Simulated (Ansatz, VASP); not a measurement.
# Ru: VASP beside Ansatz

Contents of INCAR:

```
ALGO     = Fast           # electronic algorithm
EDIFF    = 1E-7           # SCF threshold, eV
ENCUT    = 520            # plane-wave cutoff, eV
GGA      = PE             # functional
ISIF     = 2              # what is computed and relaxed
ISMEAR   = 0              # smearing method
LASPH    = T              # aspherical terms in the spheres
LCHARG   = F              # write CHGCAR
LREAL    = F              # projectors in reciprocal space
LWAVE    = F              # write WAVECAR
NBANDS   = 21             # bands
NELM     = 80             # most SCF steps
PREC     = Accurate       # precision mode
SIGMA    = 0.15           # smearing width, eV
```

KPOINTS

```
k-points
0
Gamma
  21 21 12
```

File POSCAR:

```
Ru
1.0
    2.8899065234      0.0000000000      0.0000000000
   -1.4449532617      2.5027324638      0.0000000000
    0.0000000000      0.0000000000      3.8057179007
Ru
2
Direct
    0.3333333333      0.6666666667      0.2500000000
    0.6666666667      0.3333333333      0.7500000000
```

Input for Ansatz:

```yaml
crystal:
  lattice:
    - [2.8899065234, 0.0, 0.0]
    - [-1.4449532617, 2.5027324638, 0.0]
    - [0.0, 0.0, 3.8057179007]
  atoms:
    - { symbol: Ru, position: [0.3333333333, 0.6666666667, 0.25] }
    - { symbol: Ru, position: [0.6666666667, 0.3333333333, 0.75] }
basis:
  ecutwfc: 420
kpoints:
  mp_grid: { grid: [21, 21, 12] }
hamiltonian:
  xc: pbe
  pseudopotentials: { kind: paw, azcp: { folder: soft_1 } }
scf:
  occupations: { method: gaussian, width: 0.15 }
output:
  forces: true
  stress: true
  eigenvalues: true
```

Alike in both runs: task single point; functional PBE; k mesh 21 × 21 × 12; occupations gaussian, width 0.15 eV; no spin polarisation.

|  | VASP | Ansatz |
| --- | --- | --- |
| version | VASP 6.6.1 | Ansatz 0.2.0 |
| potentials or method | VASP PAW PBE potentials, release 64 (Ru_pv), cutoff 520 eV | scalar-relativistic, plane waves, PAW |
| valence electrons in the cell | 28 | 32 |

|  | VASP | Ansatz | Ansatz less VASP |
| --- | --- | --- | --- |
| gap on the k mesh at the Fermi level (eV) | none | none | - |
| pressure (GPa) | 12.6 | 12.6 | +0.03 |
| traceless stress, the component that is largest in VASP (GPa) | 40.09 | 40.09 | -0.005 |

A gap of «none» marks a metal or a gap that the smearing closes. VASP's potentials hold 28 valence electrons a cell and Ansatz's 32, so a difference there can come from the potentials and not from the codes.
